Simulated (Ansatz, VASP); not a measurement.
# One calculation of TePb, two programs

```
Te Pb
1.0
     0.00000    3.20195    3.20195
     3.20195    0.00000    3.20195
     3.20195    3.20195    0.00000
Te Pb
1 1
Direct
  0.50000 0.50000 0.50000
  0.00000 0.00000 0.00000
```

Alike in both runs: functional r2SCAN; k mesh 8 × 8 × 8; occupations fermi-dirac, width 0.02 eV; no spin polarisation.

Ansatz relaxed the structure, and its values are those at the end. VASP's run is a single point on that final structure, the one shown.

|  | VASP | Ansatz |
| --- | --- | --- |
| version | VASP 6.6.1 | Ansatz 0.2.0 |
| potentials or method | VASP PAW PBE potentials, release 64 (Te, Pb_d), cutoff 520 eV | PAW plane waves |
| valence electrons in the cell | 20 | 30 |

|  | VASP | Ansatz | Ansatz less VASP |
| --- | --- | --- | --- |
| gap on the k mesh at the Fermi level (eV) | 0.96 | 0.96 | +0.004 |
| pressure (GPa) | 2.9 | 3.0 | +0.03 |

VASP's potentials were made for PBE, not for r2SCAN. VASP's potentials hold 20 valence electrons a cell and Ansatz's 30, so a difference there can come from the potentials and not from the codes. Ansatz's warnings: stress scf threshold loose.

Neither program's run includes spin-orbit coupling.
